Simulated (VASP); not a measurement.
Rb, 1 atom in the cell. It takes space group Im-3m (No. 229, cubic). The conventional cell has a = 5.605 Å, b = 5.605 Å, c = 5.605 Å, α = 90.00°, β = 90.00°, γ = 90.00°. 

| Property | Result |
| --- | --- |
| Program | VASP 6.6.1 |
| Task | relaxation of cell and atoms |
| Functional | PBEsol |
| Potentials or basis | VASP PAW PBE potentials, release 64 (Rb_sv) |
| Cutoff | 600 eV |
| k mesh | 10 × 10 × 10 |
| Occupations | methfessel-paxton, width 0.05 eV |
| Spin | no spin polarisation |
| Dipole correction | no |
| Further INCAR settings | ALGO = Normal; EDIFF = 1e-07; IBRION = 2; EDIFFG = -0.03; NSW = 80; ISIF = 3 |

Potentials or basis: VASP PAW PBE potentials, release 64 (Rb_sv).

Launch:

```sh
$ cat potpaw_PBE.64/Rb_sv/POTCAR > POTCAR
$ mpirun -np 1 vasp_std > vasp.out
```

Hardware: 1 thread of Intel(R) Xeon(R) Platinum 8488C (Sapphire Rapids), with other jobs on the host.

Problem. How long does it take, and how much memory?

Solution. Wall time 22 s on 1 thread of Intel(R) Xeon(R) Platinum 8488C (Sapphire Rapids), on a shared host, peak memory 0.25 GiB. Counts: scf iterations 11, k points 47, ion steps 1.
